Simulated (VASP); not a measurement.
ZnGa3:

```
CELL_PARAMETERS angstrom
4.07086 0.00000 0.00000
0.00000 4.07086 0.00000
0.00000 0.00000 4.07086
ATOMIC_POSITIONS crystal
Zn 0.00000 0.00000 0.00000
Ga 0.00000 0.50000 0.50000
Ga 0.50000 0.00000 0.50000
Ga 0.50000 0.50000 0.00000
```

Base run:

```yaml
Program: VASP 6.6.1
Functional: r2SCAN
Potentials_or_basis: VASP PAW PBE potentials, release 64 (Zn, Ga_d)
Cutoff: 520 eV
k_mesh: 5 × 5 × 5
Occupations: fermi-dirac, width 0.15 eV
Spin: no spin polarisation
```

Its results: pressure 0.3 GPa.

**Question.** The run is repeated on the same cell with these changes: functional from r2SCAN to BLYP. What comes out?

**Answer.** Pressure 10.3 GPa.

Caveats: the PAW data sets were made with another functional, which shifts forces and pressure a little.
